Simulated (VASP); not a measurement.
# Cu (Fm-3m) in VASP: notebook, part 2 of 2

VASP 6.6.1. The steps go on from the part before.

## (4) Single point, r2SCAN

This run uses another cell than the first one, of 10.84 Å³/atom.

File POSCAR:

```
Cu
1.0
    0.0000000000      1.7564258411      1.7564258411
    1.7564258411      0.0000000000      1.7564258411
    1.7564258411      1.7564258411      0.0000000000
Cu
1
Direct
    0.0000000000      0.0000000000      0.0000000000
```

File INCAR.step1:

```
PREC = Accurate ; ENCUT = 660
ISMEAR = -1 ; SIGMA = 0.05
LREAL = F ; LASPH = T
NELM = 120 ; NBANDS = 12
GGA = PE ; ALGO = Normal
EDIFF = 1E-5 ; LWAVE = T
LCHARG = F ; GGA_COMPAT = F
```

File INCAR.step2:

```
PREC = Accurate ; ENCUT = 660
EDIFF = 1E-6 ; ISMEAR = -1
SIGMA = 0.05 ; LREAL = F
LASPH = T ; NELM = 120
ALGO = Normal ; ISIF = 2
LWAVE = F ; LCHARG = F
METAGGA = R2SCAN ; LMIXTAU = T
NBANDS = 12 ; ISTART = 1
GGA_COMPAT = F
```

File KPOINTS:

```
Automatic mesh
0
Gamma
  13 13 13
```

Potentials or basis: VASP PAW PBE potentials, release 64 (Cu).

Run with:

```console
$ cat potpaw_PBE.64/Cu/POTCAR > POTCAR
$ cp INCAR.step1 INCAR
$ mpirun -np 1 vasp_std > vasp.out
$ cp INCAR.step2 INCAR
$ mpirun -np 1 vasp_std > vasp.out
```

OUTCAR:

```text
PREC = Accurate
   ENCUT = 660
   EDIFF = 1E-6
   ISMEAR = -1
   LREAL = F
   LASPH = T
   NELM = 120
   ISIF = 2
   METAGGA = R2SCAN
   ISTART = 1

 ion  position               nearest neighbor table
   1  0.000  0.000  0.000-

  LATTYP: Found a face centered cubic cell.
 ALAT       =     3.5128516822

  Lattice vectors:

 A1 = (   0.0000000000,   1.7564258411,   1.7564258411)
 A2 = (   1.7564258411,   0.0000000000,   1.7564258411)
 A3 = (   1.7564258411,   1.7564258411,   0.0000000000)

Analysis of symmetry for initial positions (statically):
=====================================================================
 Subroutine PRICEL returns:
 Original cell was already a primitive cell.

 Routine SETGRP: Setting up the symmetry group for a
 face centered cubic supercell.

 Subroutine GETGRP returns: Found 48 space group operations
 (whereof 48 operations were pure point group operations)
 out of a pool of 48 trial point group operations.

The static configuration has the point symmetry O_h .

Analysis of symmetry for dynamics (positions and initial velocities):
=====================================================================
 Subroutine PRICEL returns:
 Original cell was already a primitive cell.

 Routine SETGRP: Setting up the symmetry group for a
 face centered cubic supercell.

 Subroutine GETGRP returns: Found 48 space group operations
 (whereof 48 operations were pure point group operations)
 out of a pool of 48 trial point group operations.

The dynamic configuration has the point symmetry O_h .

 Subroutine INISYM returns: Found 48 space group operations
 (whereof 48 operations are pure point group operations),
 and found     1 'primitive' translations

----------------------------------------------------------------------------------------

                                     Primitive cell

  volume of cell :      10.8373

  direct lattice vectors                    reciprocal lattice vectors
     0.000000000  1.756425841  1.756425841    -0.284669007  0.284669007  0.284669007
     1.756425841  0.000000000  1.756425841     0.284669007 -0.284669007  0.284669007
     1.756425841  1.756425841  0.000000000     0.284669007  0.284669007 -0.284669007

  length of vectors
     2.483961246  2.483961246  2.483961246     0.493061183  0.493061183  0.493061183

  position of ions in fractional coordinates (direct lattice)
     0.000000000  0.000000000  0.000000000

  ion indices of the primitive-cell ions
   primitive index   ion index
                 1           1

----------------------------------------------------------------------------------------

 KPOINTS: Automatic mesh

Automatic generation of k-mesh.
 Grid dimensions read from file:
 generate k-points for:   13   13   13

 Generating k-lattice:

  Cartesian coordinates                     Fractional coordinates (reciprocal lattice)
    -0.021897616  0.021897616  0.021897616     0.076923077  0.000000000  0.000000000
     0.021897616 -0.021897616  0.021897616     0.000000000  0.076923077  0.000000000
     0.021897616  0.021897616 -0.021897616     0.000000000  0.000000000  0.076923077

  Length of vectors
     0.037927783  0.037927783  0.037927783

  Shift w.r.t. Gamma in fractional coordinates (k-lattice)
     0.000000000  0.000000000  0.000000000

 Subroutine IBZKPT returns following result:
 ===========================================

 Found     84 irreducible k-points:

 Following reciprocal coordinates:
            Coordinates               Weight
  0.000000  0.000000  0.000000      1.000000
  0.076923  0.000000  0.000000      8.000000
  0.153846  0.000000  0.000000      8.000000
  0.230769  0.000000  0.000000      8.000000
  0.307692  0.000000  0.000000      8.000000
  0.384615  0.000000  0.000000      8.000000
[... 16 lines left out ...]
  0.384615  0.153846  0.000000     24.000000
  0.461538  0.153846  0.000000     24.000000
 [... further k-points ...]
   k-points           NKPTS =     84   k-points in BZ     NKDIM =     84   number of bands    NBANDS=     12
   number of dos      NEDOS =    301   number of ions     NIONS =      1
   total plane-waves  NPLWV =  13824
   dimension x,y,z NGX =    24 NGY =   24 NGZ =   24
   dimension x,y,z NGXF=    48 NGYF=   48 NGZF=   48
   ions per type =               1
   NGX,Y,Z   is equivalent  to a cutoff of  16.06, 16.06, 16.06 a.u.
   NGXF,Y,Z  is equivalent  to a cutoff of  32.13, 32.13, 32.13 a.u.
 SYSTEM =  unknown system
   PREC   = accura    normal or accurate (medium, high low for compatibility)
   ISTART =      1    job   : 0-new  1-cont  2-samecut
   ICHARG =      0    charge: 1-file 2-atom 10-const
   ISPIN  =      1    spin polarized calculation?
   LNONCOLLINEAR =      F non collinear calculations
   LSORBIT =      F    spin-orbit coupling
   LASPH  =      T    aspherical Exc in radial PAW
   ENCUT  =  660.0 eV  48.51 Ry    6.96 a.u.   5.20  5.20  5.20*2*pi/ulx,y,z
   NELM   =    120;   NELMIN=  2; NELMDL=  0     # of ELM steps
   EDIFF  = 0.1E-05   stopping-criterion for ELM
   LREAL  =      F    real-space projection
   EDIFFG = 0.1E-04   stopping-criterion for IOM
   NSW    =      0    number of steps for IOM
   IBRION =     -1    ionic relax: 0-MD 1-quasi-New 2-CG
   NFREE  =      0    steps in history (QN), initial steepest desc. (CG)
   ISIF   =      2    stress and relaxation
   ISYM   =      2    0-nonsym 1-usesym 2-fastsym
   POTIM  = 0.5000    time-step for ionic-motion
   TEBEG  =    0.0;   TEEND  =   0.0 temperature during run
   PSTRESS=    0.0 pullay stress
   NELECT =      11.0000    total number of electrons
   NUPDOWN=      -1.0000    fix difference up-down
   EMIN   =  10.00;   EMAX   =-10.00  energy-range for DOS
   EFERMI =   0.00;   METHOD = LEGACY
   ISMEAR =    -1;   SIGMA  =   0.05  broadening in eV -4-tet -1-fermi 0-gaus
   EFERMI_NEDOS =   21; number of points for ismear=-14 and -15
   IALGO  =     38    algorithm
   IMIX   =      4    mixing-type and parameters
     AMIX     =   0.40;   BMIX     =  1.00
     AMIX_MAG =   1.60;   BMIX_MAG =  1.00
  volume/ion in A,a.u.               =      10.84        73.13
  Fermi-wavevector in a.u.,A,eV,Ry     =   1.645253  3.109077 36.829012  2.706856
  Thomas-Fermi vector in A             =   2.735081
   LORBIT       =      0    0 simple, 1 ext, 2 COOP (PROOUT), +10 PAW based schemes
   METAGGA = R2SCAN    functional components
   LHFCALC =     F    Hartree Fock is set to
   AEXX    =    0.0000 exact exchange contribution
   IVDW    =     0    specifies the selected vdW correction
   LEPSILON=     F    determine dielectric tensor
   LRPA    =     F    only Hartree local field effects (RPA)
 non-spin polarized calculation
  energy-cutoff  :      660.00
  volume of cell :       10.84
 maximum number of plane-waves:       431
 NGX is ok and might be reduce to    24
   NGX = 11   NGY = 11   NGZ = 11

 number of electron      11.0000002 magnetization

 Free energy of the ion-electron system (eV)
  ---------------------------------------------------
  ext. energy  EPLUGINS =         0.00000000
  ---------------------------------------------------
  free energy    TOTEN  =       -10.80865130 eV

  energy without entropy =      -10.80593379  energy(sigma->0) =      -10.80729255

 E-fermi :   8.7047     XC(G=0): -14.3341

 val. band max:        8.5173046743   @ k =   0.4615   0.2308   0.0000
 cond. band min:       8.7396293638   @ k =   0.4615   0.3077   0.0000
 fundamental gap:      0.2223246895
 Fermi energy:         8.7046711257

 k-point     1 :       0.0000    0.0000    0.0000
  band No.  band energies     occupation
      1      -1.8652      2.00000
      2       5.0777      2.00000
      3       5.0777      2.00000
      4       5.0777      2.00000
      5       6.0122      2.00000
      6       6.0122      2.00000
      7      32.5941      0.00000
      8      36.3275      0.00000
      9      36.3275      0.00000
     10      36.3275      0.00000
     11      38.8187      0.00000
     12      38.8187      0.00000
[... 331 lines left out ...]
 k-point    24 :       0.4615    0.1538    0.0000
  band No.  band energies     occupation
      1       3.0363      2.00000
      2       4.6165      2.00000
      3       5.0723      2.00000
      4       5.3816      2.00000
      5       6.6998      2.00000
      6       8.1334      1.99998
      7      15.3647      0.00000
      8      26.9485      0.00000
      9      28.6625      0.00000
     10      30.8976      0.00000
     11      41.4443      0.00000
     12      41.4927      0.00000

 [... further k-points ...]

------------------------ aborting loop because EDIFF is reached ----------------------------------------

  FORCE on cell =-STRESS in cart. coord.  units (eV):
  Direction    XX          YY          ZZ          XY          YZ          ZX
  --------------------------------------------------------------------------------------
  -------------------------------------------------------------------------------------
  Total        0.7132550      0.7132550      0.7132550      0.0000000     -0.0000000      0.0000000
  in kB      105.4474189    105.4474189    105.4474189      0.0000000     -0.0000000      0.0000000
  external PRESSURE =     105.4474189 kB  Pullay stress =       0.0000000 kB

 VOLUME and BASIS-vectors are now :
 -----------------------------------------------------------------------------
  energy-cutoff  :      660.00
  volume of cell :       10.84
      direct lattice vectors                 reciprocal lattice vectors
     0.000000000  1.756425841  1.756425841    -0.284669007  0.284669007  0.284669007
     1.756425841  0.000000000  1.756425841     0.284669007 -0.284669007  0.284669007
     1.756425841  1.756425841  0.000000000     0.284669007  0.284669007 -0.284669007

 POSITION                                       TOTAL-FORCE (eV/Angst)
 -----------------------------------------------------------------------------------
      0.00000      0.00000      0.00000         0.000000      0.000000      0.000000
 -----------------------------------------------------------------------------------
    total drift:                               -0.000000      0.000000     -0.000000

  FREE ENERGIE OF THE ION-ELECTRON SYSTEM (eV)
  ---------------------------------------------------
  free  energy   TOTEN  =       -10.8086512999 eV

  energy  without entropy=      -10.8059337946  energy(sigma->0) =      -10.80729255
```

Run time: 94 s. Hardware: 1 thread of Intel Xeon 8259CL, shared host; peak memory 0.15 GiB.

What came out:

| Item | Value |
| --- | --- |
| Free energy | -10.8087 eV |
| Pressure | 10.5 GPa |
| Band gap on the k mesh | zero (an odd number of electrons rules out a gap without spin polarisation) |

Caveat: the cell stands under pressure; the PAW data sets were made with another functional, which shifts forces and pressure a little.

## (5) Single point, r2SCAN

This run uses another cell than the first one, of 11.11 Å³/atom.

File POSCAR:

```
Cu
1.0
    0.0000000000      1.7711031909      1.7711031909
    1.7711031909      0.0000000000      1.7711031909
    1.7711031909      1.7711031909      0.0000000000
Cu
1
Direct
    0.0000000000      0.0000000000      0.0000000000
```

File INCAR.step1:

```
SYSTEM = Cu
PREC = Accurate
ENCUT = 660
ISMEAR = -1
SIGMA = 0.05
LREAL = .FALSE.
LASPH = .TRUE.
NELM = 120
NBANDS = 12
GGA = PE
ALGO = Normal
EDIFF = 1E-5
LWAVE = .TRUE.
LCHARG = .FALSE.
GGA_COMPAT = .FALSE.
```

File INCAR.step2:

```
SYSTEM = Cu
PREC = Accurate
ENCUT = 660
EDIFF = 1E-6
ISMEAR = -1
SIGMA = 0.05
LREAL = .FALSE.
LASPH = .TRUE.
NELM = 120
ALGO = Normal
ISIF = 2
LWAVE = .FALSE.
LCHARG = .FALSE.
METAGGA = R2SCAN
LMIXTAU = .TRUE.
NBANDS = 12
ISTART = 1
GGA_COMPAT = .FALSE.
```

File KPOINTS:

```
Automatic mesh
0
G
  13 13 13
  0 0 0
```

Run with:

```console
$ cat potpaw_PBE.64/Cu/POTCAR > POTCAR
$ cp INCAR.step1 INCAR
$ mpirun -np 1 vasp_std > vasp.out
$ cp INCAR.step2 INCAR
$ mpirun -np 1 vasp_std > vasp.out
```

Wall time 62 s (1 thread of Intel Xeon 8259CL, shared host); peak memory 0.16 GiB.

The run converged. Its results:

```yaml
Free_energy: -10.8228 eV
Pressure: 5.5 GPa
Band_gap_on_the_k_mesh: zero (an odd number of electrons rules out a gap without spin polarisation)
```

Levels at points of the mesh, in eV from the Fermi level:
| k point | band 2 | band 3 | band 4 | band 5 | band 6 | band 7 | band 8 | band 9 | band 10 | band 11 |
| --- | --- | --- | --- | --- | --- | --- | --- | --- | --- | --- |
| (0.00, 0.00, 0.00) | -3.54 | -3.54 | -3.54 | -2.64 | -2.64 | 23.69 | 27.22 | 27.22 | 27.22 | 29.67 |

Caveat: the cell stands under pressure; the PAW data sets were made with another functional, which shifts forces and pressure a little.

## (6) The runs side by side

```tsv
cell	gap on the mesh (eV)	pressure (GPa)
a = 2.420 Å, angles 60.0°, 1 atom	none	30.6
a = 2.449 Å, angles 60.0°, 1 atom	none	20.6
a = 2.484 Å, angles 60.0°, 1 atom	none	10.5
a = 2.505 Å, angles 60.0°, 1 atom	none	5.5
```

Alike in all rows: task single point; level r2SCAN; potentials or basis VASP PAW PBE potentials, release 64 (Cu); no spin polarisation; k mesh 13 × 13 × 13; cutoff (eV) 660; smearing fermi-dirac 0.05 eV.

Caveats: the cell stands under pressure; the PAW data sets were made with another functional, which shifts forces and pressure a little.

Total energies depend on the potentials used, so only differences within one code and one set of settings carry meaning.
